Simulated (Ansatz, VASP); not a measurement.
## Hf in VASP and in Ansatz

```
Hf
1.0
    -1.82305    1.82305    1.80500
     1.82305   -1.82305    1.80500
     1.82305    1.82305   -1.80500
Hf
1
Direct
  0.00000 0.00000 0.00000
```

Change from the starting cell: equal xx and yy strain of +1 %.

Alike in both runs: task single point; functional PBE; k mesh 14 × 14 × 14; occupations fermi-dirac, width 0.05 eV; no spin polarisation.

|  | VASP | Ansatz |
| --- | --- | --- |
| version | VASP 6.6.1 | Ansatz 0.2.0 |
| potentials or method | VASP PAW PBE potentials, release 64 (Hf_pv), cutoff 520 eV | all-electron LAPW, scalar-relativistic |

```tsv
	VASP	Ansatz	Ansatz less VASP
pressure (GPa)	-6.9	-6.5	+0.37
traceless stress, the component that is largest in VASP (GPa)	-0.39	-0.38	+0.010
```

Ansatz ran all-electron here, and VASP with PAW potentials.

Spin-orbit coupling is off throughout.
